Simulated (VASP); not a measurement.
B (a cell with a defect): single point with PBEsol

System: B (a cell with a defect).

```
CELL_PARAMETERS angstrom
4.37023 0.00780 -0.01881
0.00780 4.22499 0.03834
-0.01881 0.03834 4.24215
ATOMIC_POSITIONS crystal
B 0.34458 0.00030 0.01362
B 0.01672 0.32085 0.98973
B 0.74662 0.01485 0.97915
B 0.06608 0.70016 0.99008
B 0.02286 0.97688 0.27507
B 0.07834 0.03194 0.66595
```

* Program: VASP 6.6.1
* Task: single point
* Functional: PBEsol
* Potentials or basis: VASP PAW PBE potentials, release 64 (B)
* Cutoff: 520 eV
* k mesh: 4 × 4 × 4
* Occupations: fermi-dirac, width 0.1 eV
* Spin: no spin polarisation
* Dipole correction: no
* Further INCAR settings: ALGO = Normal; EDIFF = 1e-06; NBANDS = 18

```json
{"Pressure": "-10.8 GPa", "Largest force": "1.790 eV/Å", "Band gap on the k mesh": "zero (bands 9 and 10 overlap by 1.61 eV)"}
```

Forces in eV/Å, atoms in the order of the input:
```
B    0.629  0.056 -1.477
B    0.577 -1.499 -0.790
B   -0.841  0.128  0.343
B   -0.323  0.711 -0.264
B    0.700  1.019  0.957
B   -0.743 -0.414  1.230
```

Stress tensor (GPa, compression positive):
```
-14.33   0.18   0.73
  0.18  -6.36   0.48
  0.73   0.48 -11.62
```

Levels at points of the mesh, in eV from the Fermi level:
```tsv
k point	band 6	band 7	band 8	band 9	band 10	band 11	band 12	band 13
(0.00, 0.00, 0.00)	-4.01	-3.82	0.88	1.18	1.91	3.45	4.17	4.43
(0.50, 0.00, 0.00)	-3.89	-0.95	-0.55	-0.42	1.63	2.98	5.06	5.69
(0.00, 0.50, 0.00)	-3.68	-1.10	-0.94	-0.60	1.46	3.02	5.16	5.84
(0.50, 0.50, 0.00)	-2.68	-1.16	-0.71	-0.39	0.08	4.28	4.74	7.27
(0.00, 0.00, 0.50)	-3.74	-1.02	-0.51	-0.44	1.33	2.93	4.92	5.56
(0.50, 0.00, 0.50)	-2.65	-0.67	-0.53	-0.38	-0.10	4.24	4.60	7.06
(0.00, 0.50, 0.50)	-2.77	-1.02	-0.78	-0.56	0.09	4.27	4.81	7.91
(0.50, 0.50, 0.50)	-2.58	-2.20	-0.75	-0.20	0.74	6.42	6.81	7.86
```

Run time: 53 s on 1 thread of Intel Xeon 8259CL, on a shared host, peak memory 0.19 GiB.

Caveat: the k points lie up to 0.37 Å⁻¹ apart, too coarse for converged energies and pressures of a metal; the PAW data sets were made with another functional, which shifts forces and pressure a little.
